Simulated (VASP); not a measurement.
# AlAs (F-43m) in VASP: single point with PBE-based global hybrid with 35 % exact exchange

Aim: the single point of AlAs with PBE-based global hybrid with 35 % exact exchange.

All numbers are computed with VASP 6.6.1; they aren't measurements. Logs are shortened: lines on timing, memory, paths and dates and some standing lists are left out, and cuts for length are marked.

## (1) The cell of the first run

Symmetry: F-43m, No. 216, cubic system. Conventional cell: a = 5.661 Å, b = 5.661 Å, c = 5.661 Å, α = 90.00°, β = 90.00°, γ = 90.00°. Al (site symmetry -43m) has 4 As at 2.45 Å within 3.2 Å. Within 3.2 Å of As (site symmetry -43m) lie 4 Al at 2.45 Å.

## (2) Single point, PBE-based global hybrid with 35 % exact exchange

The input, POSCAR:

```
AlAs
1.0
    0.0000000000      2.8304000000      2.8304000000
    2.8304000000      0.0000000000      2.8304000000
    2.8304000000      2.8304000000      0.0000000000
Al As
1 1
Direct
    0.0000000000      0.0000000000      0.0000000000
    0.2500000000      0.2500000000      0.2500000000
```

The input, INCAR.step1:

```
SYSTEM = AlAs
PREC = Accurate
ENCUT = 400
EDIFF = 1E-5
ISMEAR = 0
SIGMA = 0.01
LREAL = .False.
LASPH = .True.
NELM = 120
ALGO = Normal
ISIF = 2
LWAVE = .True.
NBANDS = 16
GGA = PE
GGA_COMPAT = .False.
```

The input, INCAR.step2:

```
SYSTEM = AlAs
PREC = Accurate
ENCUT = 400
EDIFF = 1E-6
ISMEAR = 0
SIGMA = 0.01
LREAL = .False.
LASPH = .True.
NELM = 120
ALGO = Normal
ISIF = 2
LWAVE = .False.
LCHARG = .True.
GGA = PE
LHFCALC = .True.
AEXX = 0.35
PRECFOCK = Normal
LELF = .True.
LVHAR = .True.
NBANDS = 16
ISTART = 1
GGA_COMPAT = .False.
```

The input, KPOINTS:

```
Automatic mesh
0
Gamma
  4 4 4
  0 0 0
```

Potentials or basis: VASP PAW PBE potentials, release 64 (Al, As_d).

On the command line:

```sh
$ cat potpaw_PBE.64/Al/POTCAR potpaw_PBE.64/As_d/POTCAR > POTCAR
$ cp INCAR.step1 INCAR
$ mpirun -np 1 vasp_std > vasp.out
$ cp INCAR.step2 INCAR
$ mpirun -np 1 vasp_std > vasp.out
```

OUTCAR:

```text
SYSTEM = AlAs
   PREC = Accurate
   ENCUT = 400
   EDIFF = 1E-6
   ISMEAR = 0
   LREAL = .False.
   LASPH = .True.
   NELM = 120
   ISIF = 2
   GGA = PE
   LHFCALC = .True.
   AEXX = 0.35
   PRECFOCK = Normal
   ISTART = 1

 ion  position               nearest neighbor table
   1  0.000  0.000  0.000-   2 2.45   2 2.45   2 2.45   2 2.45
   2  0.250  0.250  0.250-   1 2.45   1 2.45   1 2.45   1 2.45

  LATTYP: Found a face centered cubic cell.
 ALAT       =     5.6608000000

  Lattice vectors:

 A1 = (   0.0000000000,   2.8304000000,   2.8304000000)
 A2 = (   2.8304000000,   0.0000000000,   2.8304000000)
 A3 = (   2.8304000000,   2.8304000000,   0.0000000000)

Analysis of symmetry for initial positions (statically):
=====================================================================
 Subroutine PRICEL returns:
 Original cell was already a primitive cell.

 Routine SETGRP: Setting up the symmetry group for a
 face centered cubic supercell.

 Subroutine GETGRP returns: Found 24 space group operations
 (whereof 24 operations were pure point group operations)
 out of a pool of 48 trial point group operations.

The static configuration has the point symmetry T_d .

Analysis of symmetry for dynamics (positions and initial velocities):
=====================================================================
 Subroutine PRICEL returns:
 Original cell was already a primitive cell.

 Routine SETGRP: Setting up the symmetry group for a
 face centered cubic supercell.

 Subroutine GETGRP returns: Found 24 space group operations
 (whereof 24 operations were pure point group operations)
 out of a pool of 48 trial point group operations.

The dynamic configuration has the point symmetry T_d .

 Subroutine INISYM returns: Found 24 space group operations
 (whereof 24 operations are pure point group operations),
 and found     1 'primitive' translations

----------------------------------------------------------------------------------------

                                     Primitive cell

  volume of cell :      45.3496

  direct lattice vectors                    reciprocal lattice vectors
     0.000000000  2.830400000  2.830400000    -0.176653477  0.176653477  0.176653477
     2.830400000  0.000000000  2.830400000     0.176653477 -0.176653477  0.176653477
     2.830400000  2.830400000  0.000000000     0.176653477  0.176653477 -0.176653477

  length of vectors
     4.002790067  4.002790067  4.002790067     0.305972797  0.305972797  0.305972797

  position of ions in fractional coordinates (direct lattice)
     0.000000000  0.000000000  0.000000000
     0.250000000  0.250000000  0.250000000

  ion indices of the primitive-cell ions
   primitive index   ion index
                 1           1
                 2           2

----------------------------------------------------------------------------------------

 KPOINTS: Automatic mesh

Automatic generation of k-mesh.
 Grid dimensions read from file:
 generate k-points for:    4    4    4

 Generating k-lattice:

  Cartesian coordinates                     Fractional coordinates (reciprocal lattice)
    -0.044163369  0.044163369  0.044163369     0.250000000  0.000000000  0.000000000
     0.044163369 -0.044163369  0.044163369     0.000000000  0.250000000  0.000000000
     0.044163369  0.044163369 -0.044163369     0.000000000  0.000000000  0.250000000

  Length of vectors
     0.076493199  0.076493199  0.076493199

  Shift w.r.t. Gamma in fractional coordinates (k-lattice)
     0.000000000  0.000000000  0.000000000

 Subroutine IBZKPT returns following result:
 ===========================================

 Found      8 irreducible k-points:

 Following reciprocal coordinates:
            Coordinates               Weight
  0.000000  0.000000  0.000000      1.000000
  0.250000  0.000000  0.000000      8.000000
  0.500000  0.000000  0.000000      4.000000
  0.250000  0.250000  0.000000      6.000000
  0.500000  0.250000  0.000000     24.000000
 -0.250000  0.250000  0.000000     12.000000
  0.500000  0.500000  0.000000      3.000000
 -0.250000  0.500000  0.250000      6.000000
   k-points           NKPTS =      8   k-points in BZ     NKDIM =     64   number of bands    NBANDS=     16
   number of dos      NEDOS =    301   number of ions     NIONS =      2
   total plane-waves  NPLWV =  21952
   dimension x,y,z NGX =    28 NGY =   28 NGZ =   28
   dimension x,y,z NGXF=    56 NGYF=   56 NGZF=   56
   ions per type =               1   1
   NGX,Y,Z   is equivalent  to a cutoff of  11.63, 11.63, 11.63 a.u.
   NGXF,Y,Z  is equivalent  to a cutoff of  23.26, 23.26, 23.26 a.u.
 SYSTEM =  AlAs
   PREC   = accura    normal or accurate (medium, high low for compatibility)
   ISTART =      1    job   : 0-new  1-cont  2-samecut
   ICHARG =      0    charge: 1-file 2-atom 10-const
   ISPIN  =      1    spin polarized calculation?
   LNONCOLLINEAR =      F non collinear calculations
   LSORBIT =      F    spin-orbit coupling
   LASPH  =      T    aspherical Exc in radial PAW
   ENCUT  =  400.0 eV  29.40 Ry    5.42 a.u.   6.53  6.53  6.53*2*pi/ulx,y,z
   NELM   =    120;   NELMIN=  2; NELMDL=  0     # of ELM steps
   EDIFF  = 0.1E-05   stopping-criterion for ELM
   LREAL  =      F    real-space projection
   EDIFFG = 0.1E-04   stopping-criterion for IOM
   NSW    =      0    number of steps for IOM
   IBRION =     -1    ionic relax: 0-MD 1-quasi-New 2-CG
   NFREE  =      0    steps in history (QN), initial steepest desc. (CG)
   ISIF   =      2    stress and relaxation
   ISYM   =      3    0-nonsym 1-usesym 2-fastsym
   POTIM  = 0.5000    time-step for ionic-motion
   TEBEG  =    0.0;   TEEND  =   0.0 temperature during run
   PSTRESS=    0.0 pullay stress
   NELECT =      18.0000    total number of electrons
   NUPDOWN=      -1.0000    fix difference up-down
   EMIN   =  10.00;   EMAX   =-10.00  energy-range for DOS
   EFERMI =   0.00;   METHOD = LEGACY
   ISMEAR =     0;   SIGMA  =   0.01  broadening in eV -4-tet -1-fermi 0-gaus
   EFERMI_NEDOS =   21; number of points for ismear=-14 and -15
   IALGO  =     38    algorithm
   IMIX   =      1    mixing-type and parameters
     AMIX     =   0.40;   BMIX     =  1.00
     AMIX_MAG =   1.60;   BMIX_MAG =  1.00
  volume/ion in A,a.u.               =      22.67       153.02
  Fermi-wavevector in a.u.,A,eV,Ry     =   1.203117  2.273561 19.694303  1.447490
  Thomas-Fermi vector in A             =   2.338879
   LORBIT       =      0    0 simple, 1 ext, 2 COOP (PROOUT), +10 PAW based schemes
   GGA     = PE    functional components
   LHFCALC =     T    Hartree Fock is set to
   PRECFOCK=normal    Normal, Fast or Accurate (Low or Medium for compatibility)
   ENCUT4O =  -1.0   cutoff for four orbital integrals eV
   NKREDX  =     1    reduce k-point grid by
   NKREDY  =     1    reduce k-point grid by
   NKREDZ  =     1    reduce k-point grid by
   AEXX    =    0.3500 exact exchange contribution
   HFSCREEN=    0.0000 screening length (either q_TF or 0.3 A-1)
   HFSCREENC=   0.0000 screening length for correlation (either q_TF or 0.3 A-1)
   ENCUTFOCK=  -1.0 apply spherical cutoff to Coloumb kernel
   IVDW    =     0    specifies the selected vdW correction
   LEPSILON=     F    determine dielectric tensor
   LRPA    =     F    only Hartree local field effects (RPA)
 non-spin polarized calculation
 Gauss-broadening in eV      SIGMA  =   0.01
  energy-cutoff  :      400.00
  volume of cell :       45.35
 maximum number of plane-waves:       869
 NGX is ok and might be reduce to    28
  NGX = 20; NGY = 20; NGZ = 20

 number of electron      18.0000000 magnetization

 Free energy of the ion-electron system (eV)
  ---------------------------------------------------
  ext. energy  EPLUGINS =         0.00000000
  ---------------------------------------------------
  free energy    TOTEN  =       -12.88969457 eV

  energy without entropy =      -12.88969457  energy(sigma->0) =      -12.88969457

 E-fermi :   2.0899     XC(G=0):  -6.6291

 val. band max:        1.9422450936   @ k =   0.0000   0.0000   0.0000
 cond. band min:       5.3241389350   @ k =   0.5000   0.5000   0.0000
 fundamental gap:      3.3818938414
 Fermi energy:         2.0899278461

 k-point     1 :       0.0000    0.0000    0.0000
  band No.  band energies     occupation
      1     -37.2655      2.00000
      2     -37.2655      2.00000
      3     -37.2655      2.00000
      4     -37.2544      2.00000
      5     -37.2544      2.00000
      6     -11.6639      2.00000
[... 8 lines left out ...]
     15      13.5940      0.00000
     16      13.5940      0.00000

 k-point     2 :       0.2500    0.0000    0.0000
  band No.  band energies     occupation
      1     -37.2652      2.00000
      2     -37.2650      2.00000
      3     -37.2650      2.00000
      4     -37.2541      2.00000
      5     -37.2541      2.00000
      6     -10.9851      2.00000
[... 8 lines left out ...]
     15      12.7816      0.00000
     16      13.7718      0.00000

 k-point     3 :       0.5000    0.0000    0.0000
  band No.  band energies     occupation
      1     -37.2649      2.00000
      2     -37.2646      2.00000
      3     -37.2646      2.00000
      4     -37.2540      2.00000
      5     -37.2540      2.00000
      6      -9.9756      2.00000
[... 8 lines left out ...]
     15      16.3884      0.00000
     16      16.3884      0.00000

 k-point     4 :       0.2500    0.2500    0.0000
  band No.  band energies     occupation
      1     -37.2657      2.00000
      2     -37.2645      2.00000
      3     -37.2645      2.00000
      4     -37.2544      2.00000
      5     -37.2539      2.00000
      6     -10.7498      2.00000
[... 8 lines left out ...]
     15      14.7892      0.00000
     16      16.9042      0.00000

 k-point     5 :       0.5000    0.2500    0.0000
  band No.  band energies     occupation
      1     -37.2653      2.00000
      2     -37.2642      2.00000
      3     -37.2641      2.00000
      4     -37.2543      2.00000
      5     -37.2537      2.00000
      6      -9.7008      2.00000
[... 8 lines left out ...]
     15      16.2623      0.00000
     16      17.6046      0.00000

 k-point     6 :      -0.2500    0.2500    0.0000
  band No.  band energies     occupation
      1     -37.2649      2.00000
      2     -37.2645      2.00000
      3     -37.2645      2.00000
      4     -37.2541      2.00000
      5     -37.2540      2.00000
      6     -10.0775      2.00000
[... 8 lines left out ...]
     15      15.0421      0.00000
     16      17.1836      0.00000

 k-point     7 :       0.5000    0.5000    0.0000
  band No.  band energies     occupation
      1     -37.2659      2.00000
      2     -37.2635      2.00000
      3     -37.2635      2.00000
      4     -37.2546      2.00000
      5     -37.2534      2.00000
      6      -9.3099      2.00000
[... 8 lines left out ...]
     15      17.4913      0.00000
     16      17.4913      0.00000

 k-point     8 :      -0.2500    0.5000    0.2500
  band No.  band energies     occupation
      1     -37.2650      2.00000
      2     -37.2645      2.00000
      3     -37.2635      2.00000
      4     -37.2541      2.00000
      5     -37.2536      2.00000
      6      -9.2718      2.00000
[... 8 lines left out ...]
     15      17.2913      0.00000
     16      17.4815      0.00000

------------------------ aborting loop because EDIFF is reached ----------------------------------------

  FORCE on cell =-STRESS in cart. coord.  units (eV):
  Direction    XX          YY          ZZ          XY          YZ          ZX
  --------------------------------------------------------------------------------------
  -------------------------------------------------------------------------------------
  Total        0.0456867      0.0456867      0.0456867     -0.0000000     -0.0000000      0.0000000
  in kB        1.6140880      1.6140880      1.6140880     -0.0000000     -0.0000000      0.0000000
  external PRESSURE =       1.6140880 kB  Pullay stress =       0.0000000 kB

 VOLUME and BASIS-vectors are now :
 -----------------------------------------------------------------------------
  energy-cutoff  :      400.00
  volume of cell :       45.35
      direct lattice vectors                 reciprocal lattice vectors
     0.000000000  2.830400000  2.830400000    -0.176653477  0.176653477  0.176653477
     2.830400000  0.000000000  2.830400000     0.176653477 -0.176653477  0.176653477
     2.830400000  2.830400000  0.000000000     0.176653477  0.176653477 -0.176653477

 POSITION                                       TOTAL-FORCE (eV/Angst)
 -----------------------------------------------------------------------------------
      0.00000      0.00000      0.00000        -0.000000      0.000000      0.000000
      1.41520      1.41520      1.41520         0.000000     -0.000000     -0.000000
 -----------------------------------------------------------------------------------
    total drift:                               -0.000010     -0.000035     -0.000019

  FREE ENERGIE OF THE ION-ELECTRON SYSTEM (eV)
  ---------------------------------------------------
  free  energy   TOTEN  =       -12.8896945691 eV

  energy  without entropy=      -12.8896945691  energy(sigma->0) =      -12.88969457
```

It took 7.2 min on 1 thread of AMD EPYC 7R43 (Zen 3), shared host; peak memory 0.12 GiB.

Results:

```yaml
Free_energy: -12.8897 eV
Pressure: 0.2 GPa
Band_gap_on_the_k_mesh: 3.38 eV (least direct gap 4.35 eV)
```

Levels at points of the mesh, in eV from the valence-band top:
| k point | band 7 | band 8 | band 9 | band 10 | band 11 | band 12 |
| --- | --- | --- | --- | --- | --- | --- |
| (0.00, 0.00, 0.00) | 0.00 | 0.00 | 0.00 | 4.35 | 6.56 | 6.56 |
| (0.50, 0.00, 0.00) | -6.42 | -0.94 | -0.94 | 4.29 | 6.96 | 6.96 |
| (0.50, 0.50, 0.00) | -6.26 | -2.49 | -2.49 | 3.38 | 4.32 | 13.29 |

Caveat: the k points lie up to 0.48 Å⁻¹ apart; the PAW data sets were made with another functional, which shifts forces and pressure a little. A k mesh can miss the band edges.
